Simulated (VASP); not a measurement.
Here is a VASP 6.6.1 calculation.

Contents of INCAR:

```
SYSTEM = As2CO3
  PREC = Accurate
  ENCUT = 520
  EDIFF = 1E-7
  ISMEAR = 0
  SIGMA = 0.1
  LREAL = .False.
  LASPH = .True.
  NELM = 100
  ALGO = Fast
  ISIF = 2
  LWAVE = .False.
  LCHARG = .True.
  GGA = PE
  LELF = .True.
  LVHAR = .True.
  NBANDS = 25
```

File KPOINTS:

```
regular mesh
0
Gamma
  10 8 8
  0 0 0
```

POSCAR

```
As2CO3
1.0
    3.8647126653      0.0000000000      0.0000000000
    0.0000000000      5.1073336632      0.0000000000
    0.0000000000      0.0000000000      5.8563420829
As C O
2 1 3
Direct
    0.0000000000      0.0000000000      0.5000000000
    0.0000000000      0.0000000000      0.0000000000
    0.5000000000      0.0000000000      0.5000000000
    0.0000000000      0.3283469531      0.5000000000
    0.0000000000      0.6716530469      0.5000000000
    0.0000000000      0.5000000000      0.0000000000
```

Potentials or basis: VASP PAW PBE potentials, release 64 (As, C, O).

Run with:

```console
$ cat potpaw_PBE.64/As/POTCAR potpaw_PBE.64/C/POTCAR potpaw_PBE.64/O/POTCAR > POTCAR
$ mpirun -np 1 vasp_std > vasp.out
```

(1) Estimate the pressure.

(2) What does it give for the largest force?

Answers

(1) 0.7 GPa.

(2) 0.569 eV/Å.
